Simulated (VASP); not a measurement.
Write the native input for VASP 6.6.1 that does the following.

| Item | Value |
| --- | --- |
| Task | single point |
| Functional | RPBE |
| Potentials or basis | VASP PAW PBE potentials, release 64 (Ni) |
| Cutoff | 600 eV |
| k mesh | 13 × 13 × 13 |
| Occupations | fermi-dirac, width 0.05 eV |
| Spin | collinear spin, ferromagnetic start |
| Starting moments | [-0.605, -0.605] μB |
| Dipole correction | no |
| Further INCAR settings | ALGO = Normal; EDIFF = 1e-06; NBANDS = 21 |

The structure of Ni lies in POSCAR:

```
Ni
1.0
    2.7814046773      0.0000000000      0.0000000000
    0.0000000000      2.7814046773      0.0000000000
    0.0000000000      0.0000000000      2.7814046773
Ni
2
Direct
    0.0000000000      0.0000000000      0.0000000000
    0.5000000000      0.5000000000      0.5000000000
```

This cell differs from its parent crystal: volume scaled by 0.96.

One way to write it, as run:

INCAR

```
SYSTEM = Ni
ALGO = Normal
EDIFF = 1E-6
ENCUT = 600
GGA = RP
GGA_COMPAT = .FALSE.
ISIF = 2
ISMEAR = -1
ISPIN = 2
LASPH = .TRUE.
LCHARG = .TRUE.
LELF = .TRUE.
LMAXMIX = 4
LORBIT = 11
LREAL = .FALSE.
LVHAR = .TRUE.
LWAVE = .FALSE.
MAGMOM = -0.605 -0.605
NBANDS = 21
NELM = 200
PREC = Accurate
SIGMA = 0.05
```

KPOINTS

```
k-points
0
G
  13 13 13
  0 0 0
```

Potentials or basis: VASP PAW PBE potentials, release 64 (Ni).

The run is started by

```console
$ cat potpaw_PBE.64/Ni/POTCAR > POTCAR
$ mpirun -np 1 vasp_std > vasp.out
```

It gave:

```yaml
Pressure: 9.9 GPa
Net_moment: -1.14 μB per cell
Site_moments: Ni -0.58 μB
Valence_electrons_inside_the_program's_atomic_spheres: Ni 9.33
```

Caveat: the PAW data sets were made with another functional, which shifts forces and pressure a little.

Run time: 52 s on 1 thread of AMD EPYC 7R13 Processor (Zen 3) (shared host), peak memory 0.16 GiB.
